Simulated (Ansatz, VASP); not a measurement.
# One calculation of InP, two programs

```
In P
1.0
     0.00000    2.91099    2.91099
     2.91099    0.00000    2.91099
     2.91099    2.91099    0.00000
In P
1 1
Direct
  0.00000 0.00000 0.00000
  0.50000 0.50000 0.50000
```

Change from the starting cell: volume scaled by 1.06, crystal datasets.

Alike in both runs: task electric field gradients; functional PBE; k mesh 11 × 11 × 11; occupations fermi-dirac, width 0.03 eV; no spin polarisation.

|  | VASP | Ansatz |
| --- | --- | --- |
| version | VASP 6.6.1 | Ansatz 0.2.0 |
| potentials or method | VASP PAW PBE potentials, release 64 (In_d, P), cutoff 520 eV | all-electron PAW with datasets made for the crystal, scalar-relativistic |

|  | VASP | Ansatz | Ansatz less VASP |
| --- | --- | --- | --- |
| pressure (GPa) | -7.6 | -7.6 | +0.03 |

Ansatz ran all-electron here, and VASP with PAW potentials.
